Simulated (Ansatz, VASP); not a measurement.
Ti2I: VASP beside Ansatz

```
CELL_PARAMETERS angstrom
6.12731 0.00000 0.00000
0.00000 6.67262 0.00000
0.00000 0.00000 3.30338
ATOMIC_POSITIONS crystal
Ti 0.33114 0.86805 0.50000
Ti 0.83114 0.63195 0.00000
Ti 0.66886 0.13195 0.50000
Ti 0.16886 0.36805 0.00000
I 0.50000 0.50000 0.50000
I 0.00000 0.00000 0.00000
```

Alike in both runs: functional PBE; k mesh 6 × 6 × 10; occupations gaussian, width 0.1 eV; no spin polarisation.

Ansatz relaxed the structure, and its values are those at the end. VASP's run is a single point on that final structure, the one shown.

|  | VASP | Ansatz |
| --- | --- | --- |
| version | VASP 6.6.1 | Ansatz 0.2.0 |
| potentials or method | VASP PAW PBE potentials, release 64 (Ti_sv, I), cutoff 520 eV | scalar-relativistic, plane waves, PAW |
| valence electrons in the cell | 62 | 82 |

|  | VASP | Ansatz | Ansatz less VASP |
| --- | --- | --- | --- |
| gap on the k mesh at the Fermi level (eV) | none | none | - |
| pressure (GPa) | 0.0 | 0.0 | +0.01 |
| rms of the force components (eV/Å) | 0.004 | 0.001 | -0.0033 |

A gap of «none» marks a metal or a gap that the smearing closes. VASP's potentials hold 62 valence electrons a cell and Ansatz's 82, so a difference there can come from the potentials and not from the codes.

Neither program's run includes spin-orbit coupling.
